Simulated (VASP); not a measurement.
Set up this calculation in VASP 6.6.1, as the native input.

```
Task                   : single point
Functional             : r2SCAN
Potentials or basis    : VASP PAW PBE potentials, release 64 (K_sv, Cl)
Cutoff                 : 520 eV
k mesh                 : 6 × 6 × 4
Occupations            : gaussian, width 0.01 eV
Spin                   : no spin polarisation
Dipole correction      : no
Further INCAR settings : ALGO = Normal; EDIFF = 1e-06; NBANDS = 24
```

The system is KCl.

```
CELL_PARAMETERS angstrom
4.34008 0.00000 0.00000
-2.17004 3.75862 0.00000
0.00000 0.00000 7.63597
ATOMIC_POSITIONS crystal
K 0.00000 0.00000 0.00000
K 0.00000 0.00000 0.50000
Cl 0.33333 0.66667 0.25000
Cl 0.66667 0.33333 0.75000
```

The input as run:

POSCAR

```
KCl
1.0
    4.3400788661      0.0000000000      0.0000000000
   -2.1700394331      3.7586185525      0.0000000000
    0.0000000000      0.0000000000      7.6359739997
K Cl
2 2
Direct
    0.0000000000      0.0000000000      0.0000000000
    0.0000000000      0.0000000000      0.5000000000
    0.3333333333      0.6666666667      0.2500000000
    0.6666666667      0.3333333333      0.7500000000
```

INCAR.step1

```
PREC     = Accurate       # precision mode
ENCUT    = 520            # plane-wave cutoff, eV
ISMEAR   = 0              # smearing method
SIGMA    = 0.01           # smearing width, eV
LREAL    = False          # projectors in reciprocal space
LASPH    = True           # aspherical terms in the spheres
NELM     = 80             # most SCF steps
NBANDS   = 24             # bands
GGA      = PE             # functional
ALGO     = Normal         # electronic algorithm
EDIFF    = 1E-4           # SCF threshold, eV
LWAVE    = True           # write WAVECAR
LCHARG   = False          # write CHGCAR
```

INCAR.step2

```
PREC     = Accurate       # precision mode
ENCUT    = 520            # plane-wave cutoff, eV
EDIFF    = 1E-6           # SCF threshold, eV
ISMEAR   = 0              # smearing method
SIGMA    = 0.01           # smearing width, eV
LREAL    = False          # projectors in reciprocal space
LASPH    = True           # aspherical terms in the spheres
NELM     = 80             # most SCF steps
ALGO     = Normal         # electronic algorithm
ISIF     = 2              # what is computed and relaxed
LWAVE    = False          # write WAVECAR
LCHARG   = True           # write CHGCAR
METAGGA  = R2SCAN         # meta-GGA
LMIXTAU  = True         
LELF     = True           # ELF
LVHAR    = True         
NBANDS   = 24             # bands
ISTART   = 1
```

KPOINTS

```
Automatic mesh
0
Gamma
  6 6 4
```

Potentials or basis: VASP PAW PBE potentials, release 64 (K_sv, Cl).

The run is started by

```sh
$ cat potpaw_PBE.64/K_sv/POTCAR potpaw_PBE.64/Cl/POTCAR > POTCAR
$ cp INCAR.step1 INCAR
$ mpirun -np 1 vasp_std > vasp.out
$ cp INCAR.step2 INCAR
$ mpirun -np 1 vasp_std > vasp.out
```

Results of the run:

The pressure is 0.0 GPa and the band gap on the k mesh is 5.77 eV.

Caveat: the PAW data sets were made with another functional, which shifts forces and pressure a little.

Wall time 5.2 min on 1 thread of Intel Xeon 8259CL, with other jobs on the host, peak memory 0.27 GiB.
